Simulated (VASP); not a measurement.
# Tl (I4/mmm) in VASP: a series of runs, part 2 of 2

VASP 6.6.1. Earlier steps stand in the parts before.

**4. Single point, PBE+D3(BJ) (strain +0.000 along x and y, -0.025 along z)**

INCAR reads:

```
  PREC = Accurate
  ENCUT = 520
  EDIFF = 1E-6
  ISMEAR = 0
  SIGMA = 0.15
  LREAL = False
  LASPH = True
  NELM = 100
  ALGO = Fast
  ISIF = 2
  LWAVE = False
  LCHARG = True
  GGA = PE
  IVDW = 12
  LELF = True
  LVHAR = True
  NBANDS = 12
```

KPOINTS reads:

```
regular mesh
0
Gamma
  18 18 18
```

POSCAR reads:

```
Tl
1.0
   -1.9410000000      1.9410000000      1.8924750000
    1.9410000000     -1.9410000000      1.8924750000
    1.9410000000      1.9410000000     -1.8924750000
Tl
1
Direct
    0.0000000000      0.0000000000      0.0000000000
```

Potentials or basis: VASP PAW PBE potentials, release 64 (Tl_d).

Launch:

```sh
> cat potpaw_PBE.64/Tl_d/POTCAR > POTCAR
> mpirun -np 1 vasp_std > vasp.out
```

OUTCAR:

```text
PREC = Accurate
   ENCUT = 520
   EDIFF = 1E-6
   ISMEAR = 0
   LREAL = False
   LASPH = True
   NELM = 100
   ISIF = 2
   GGA = PE
   IVDW = 12
 IVDW          = 12

 ion  position               nearest neighbor table
   1  0.000  0.000  0.000-

  LATTYP: Found a body centered tetragonal cell.
 ALAT       =     3.8820000000
 C/A-ratio  =     0.9750000000

  Lattice vectors:

 A1 = (  -1.9410000000,   1.9410000000,   1.8924750000)
 A2 = (   1.9410000000,  -1.9410000000,   1.8924750000)
 A3 = (   1.9410000000,   1.9410000000,  -1.8924750000)

Analysis of symmetry for initial positions (statically):
=====================================================================
 Subroutine PRICEL returns:
 Original cell was already a primitive cell.

 Routine SETGRP: Setting up the symmetry group for a
 body centered tetragonal supercell.

 Subroutine GETGRP returns: Found 16 space group operations
 (whereof 16 operations were pure point group operations)
 out of a pool of 16 trial point group operations.

The static configuration has the point symmetry D_4h.

Analysis of symmetry for dynamics (positions and initial velocities):
=====================================================================
 Subroutine PRICEL returns:
 Original cell was already a primitive cell.

 Routine SETGRP: Setting up the symmetry group for a
 body centered tetragonal supercell.

 Subroutine GETGRP returns: Found 16 space group operations
 (whereof 16 operations were pure point group operations)
 out of a pool of 16 trial point group operations.

The dynamic configuration has the point symmetry D_4h.

 Subroutine INISYM returns: Found 16 space group operations
 (whereof 16 operations are pure point group operations),
 and found     1 'primitive' translations

----------------------------------------------------------------------------------------
[... 116 lines left out ...]
   GGA     = PE    functional components
   LHFCALC =     F    Hartree Fock is set to
   AEXX    =    0.0000 exact exchange contribution
   IVDW    =    12    specifies the selected vdW correction
   LEPSILON=     F    determine dielectric tensor
   LRPA    =     F    only Hartree local field effects (RPA)
 non-spin polarized calculation
 RMM-DIIS sequential band-by-band and
 Gauss-broadening in eV      SIGMA  =   0.15
  energy-cutoff  :      520.00
  volume of cell :       28.52
 maximum number of plane-waves:       787
 NGX is ok and might be reduce to    28
   NGX = 13   NGY = 13   NGZ = 13

 number of electron      12.9999999 magnetization

 Free energy of the ion-electron system (eV)
  ---------------------------------------------------
  ext. energy  EPLUGINS =         0.00000000
  ---------------------------------------------------
  free energy    TOTEN  =        -2.19790530 eV

  energy without entropy =       -2.19424350  energy(sigma->0) =       -2.19607440

 E-fermi :   6.6321     XC(G=0): -10.2065

 val. band max:        6.6195036399   @ k =  -0.3889  -0.3889   0.1667
 cond. band min:       6.6725672231   @ k =   0.2778   0.2222   0.2222
 fundamental gap:      0.0530635832
 Fermi energy:         6.6321059484

 k-point     1 :       0.0000    0.0000    0.0000
  band No.  band energies     occupation
      1      -5.1011      2.00000
      2      -5.0669      2.00000
      3      -5.0669      2.00000
      4      -4.6636      2.00000
      5      -4.6297      2.00000
      6      -3.4567      2.00000
      7      17.3682      0.00000
      8      17.3682      0.00000
      9      17.6372      0.00000
     10      18.8945      0.00000
     11      18.8945      0.00000
     12      19.1741      0.00000
[... 331 lines left out ...]
 k-point    24 :      -0.2222    0.0556    0.0000
  band No.  band energies     occupation
      1      -5.1418      2.00000
      2      -5.0615      2.00000
      3      -4.8529      2.00000
      4      -4.6999      2.00000
      5      -4.6485      2.00000
      6      -2.5146      2.00000
      7      12.0940      0.00000
      8      14.5441      0.00000
      9      15.5684      0.00000
     10      17.8901      0.00000
     11      18.9273      0.00000
     12      19.6454      0.00000

 [... further k-points ...]

------------------------ aborting loop because EDIFF is reached ----------------------------------------

 Edisp (eV)   -0.34319

 E8    (eV) :    -0.1793

  FORCE on cell =-STRESS in cart. coord.  units (eV):
  Direction    XX          YY          ZZ          XY          YZ          ZX
  --------------------------------------------------------------------------------------
  -------------------------------------------------------------------------------------
  Total       0.20467     0.20467     0.23690     0.00000     0.00000     0.00000
  in kB      11.49799    11.49799    13.30893     0.00000     0.00000     0.00000
  external pressure =       12.10 kB  Pullay stress =        0.00 kB

 VOLUME and BASIS-vectors are now :
 -----------------------------------------------------------------------------
  energy-cutoff  :      520.00
  volume of cell :       28.52
      direct lattice vectors                 reciprocal lattice vectors
    -1.941000000  1.941000000  1.892475000     0.000000000  0.257599176  0.264204283
     1.941000000 -1.941000000  1.892475000     0.257599176  0.000000000  0.264204283
     1.941000000  1.941000000 -1.892475000     0.257599176  0.257599176  0.000000000

 POSITION                                       TOTAL-FORCE (eV/Angst)
 -----------------------------------------------------------------------------------
      0.00000      0.00000      0.00000        -0.000000     -0.000000      0.000000
 -----------------------------------------------------------------------------------
    total drift:                                0.000000     -0.000000      0.000000

  FREE ENERGIE OF THE ION-ELECTRON SYSTEM (eV)
  ---------------------------------------------------
  free  energy   TOTEN  =        -2.5410984116 eV

  energy  without entropy=       -2.5374366148  energy(sigma->0) =       -2.53926751
```

OSZICAR:

```text
N       E                     dE             d eps       ncg     rms          rms(c)
DAV:   1     0.502306330602E+02    0.50231E+02   -0.67351E+03 12384   0.943E+02
DAV:   2    -0.163154345040E+01   -0.51862E+02   -0.50877E+02 13216   0.213E+02
DAV:   3    -0.222287318560E+01   -0.59133E+00   -0.59088E+00 13584   0.204E+01
DAV:   4    -0.222554997295E+01   -0.26768E-02   -0.26767E-02 13024   0.160E+00
DAV:   5    -0.222558200467E+01   -0.32032E-04   -0.32032E-04 13360   0.168E-01    0.224E+00
RMM:   6    -0.220221412494E+01    0.23368E-01   -0.29483E-02 11566   0.140E+00    0.153E+00
RMM:   7    -0.219817243754E+01    0.40417E-02   -0.14413E-02 11786   0.107E+00    0.623E-01
RMM:   8    -0.219791423600E+01    0.25820E-03   -0.10484E-03 12146   0.268E-01    0.655E-02
RMM:   9    -0.219790585432E+01    0.83817E-05   -0.10426E-04 13077   0.963E-02    0.345E-02
RMM:  10    -0.219790514040E+01    0.71392E-06   -0.17634E-05 12666   0.412E-02    0.114E-03
RMM:  11    -0.219790529843E+01   -0.15804E-06   -0.29015E-06  9895   0.160E-02
   1 F= -.25410984E+01 E0= -.25392675E+01  d E =-.366180E-02
```

stdout:

```text
POSCAR found type information on POSCAR Tl
 POSCAR found :  1 types and       1 ions
 scaLAPACK will be used
 LDA part: xc-table for (Slater+PW92), standard interpolation
 POSCAR, INCAR and KPOINTS ok, starting setup
 FFT: planning ... GRIDC
 FFT: planning ... GRID_SOFT
 FFT: planning ... GRID
 WAVECAR not read
 entering main loop
```

It took 84 s on 1 thread of AMD EPYC 9R45 (Zen 5), shared host; peak memory 0.26 GiB.

What came out:

* Free energy: -2.5411 eV
* Pressure: 1.2 GPa
* Band gap on the k mesh: zero (an odd number of electrons rules out a gap without spin polarisation)
* Dispersion energy per atom: -0.343 eV

Stress tensor (GPa, compression positive):
```
1.15 0.00 0.00
0.00 1.15 0.00
0.00 0.00 1.33
```

Caveat: the cell differs from its parent crystal (strain +0.000 along x and y, -0.025 along z); spin-orbit coupling is left out, which moves the levels of the heavy elements.

**5. The runs side by side**

| cell | further INCAR settings | gap on the mesh (eV) | pressure (GPa) |
| --- | --- | --- | --- |
| a = 3.307 Å, angles 108.1, 108.1, 112.2°, 1 atom | ALGO = Fast; EDIFF = 1e-07; NBANDS = 12 | none | 2.3 |
| a = 3.306 Å, angles 110.2, 110.2, 108.1°, 1 atom | ALGO = Fast; EDIFF = 1e-06; NBANDS = 12 | none | 2.3 |
| a = 3.334 Å, angles 108.8, 108.8, 110.8°, 1 atom | ALGO = Fast; EDIFF = 1e-06; NBANDS = 12 | none | 1.2 |

Alike in all rows: task single point; level PBE+D3(BJ); potentials or basis VASP PAW PBE potentials, release 64 (Tl_d); no spin polarisation; k mesh 18 × 18 × 18; cutoff (eV) 520; smearing gaussian 0.15 eV.

Caveats: spin-orbit coupling is left out, which moves the levels of the heavy elements.

Absolute energies hang on the potentials; compare differences alone.

The gap in the log of VASP goes by the Fermi energy; the results here count the filled bands.